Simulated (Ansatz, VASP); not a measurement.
# One calculation of Sb, two programs

File POSCAR:

```
Sb
1.0
    0.0000000000      2.3712425216      2.3712425216
    2.3712425216      0.0000000000      2.3712425216
    2.3712425216      2.3712425216      0.0000000000
Sb
1
Direct
    0.0000000000      0.0000000000      0.0000000000
```

Contents of INCAR.step1:

```
SYSTEM = Sb
  PREC = Accurate
  ENCUT = 520
  EDIFF = 1E-5
  ISMEAR = -1
  SIGMA = 0.05
  LREAL = .False.
  LASPH = .True.
  NELM = 100
  ALGO = Normal
  ISIF = 2
  LWAVE = .True.
  GGA = PE
  NBANDS = 8
```

INCAR.step2

```
SYSTEM = Sb
  PREC = Accurate
  ENCUT = 520
  EDIFF = 1E-7
  ISMEAR = -1
  SIGMA = 0.05
  LREAL = .False.
  LASPH = .True.
  NELM = 100
  ALGO = Normal
  ISIF = 2
  LWAVE = .False.
  LCHARG = .True.
  GGA = PE
  LHFCALC = .True.
  AEXX = 0.25
  PRECFOCK = Normal
  LELF = .True.
  LVHAR = .True.
  ISTART = 1
  NBANDS = 8
```

KPOINTS

```
regular mesh
0
Gamma
  8 8 8
  0 0 0
```

File input.yaml:

```yaml
crystal:
  lattice:
    - [0.0, 2.3712425216, 2.3712425216]
    - [2.3712425216, 0.0, 2.3712425216]
    - [2.3712425216, 2.3712425216, 0.0]
  atoms:
    - { symbol: Sb, position: [0.0, 0.0, 0.0] }
kpoints:
  mp_grid: { grid: [8, 8, 8] }
scf:
  occupations: { method: fermi_dirac, width: 0.05 }
hamiltonian:
  xc: pbe0
  pseudopotentials: { kind: all_electron, datasets: crystal }
output:
  forces: true
  stress: true
```

Alike in both runs: task single point; functional PBE0; k mesh 8 × 8 × 8; occupations fermi-dirac, width 0.05 eV; no spin polarisation.

|  | VASP | Ansatz |
| --- | --- | --- |
| version | VASP 6.6.1 | Ansatz 0.2.0 |
| potentials or method | VASP PAW PBE potentials, release 64 (Sb), cutoff 520 eV | all-electron PAW datasets made for the crystal |

Ansatz gave:

```
gap on the k mesh at the Fermi level (eV) : none
pressure (GPa)                            : 0.6
```

Problem. Estimate VASP's values.

Solution. gap on the k mesh at the Fermi level (eV): none; pressure (GPa): -0.6.

A gap of «none» marks a metal or a gap that the smearing closes. Ansatz ran all-electron here, and VASP with PAW potentials.

Spin-orbit coupling is off throughout. Noted on Ansatz's run: the k mesh is thin for a metal, which can move the energy by tens of meV per atom.
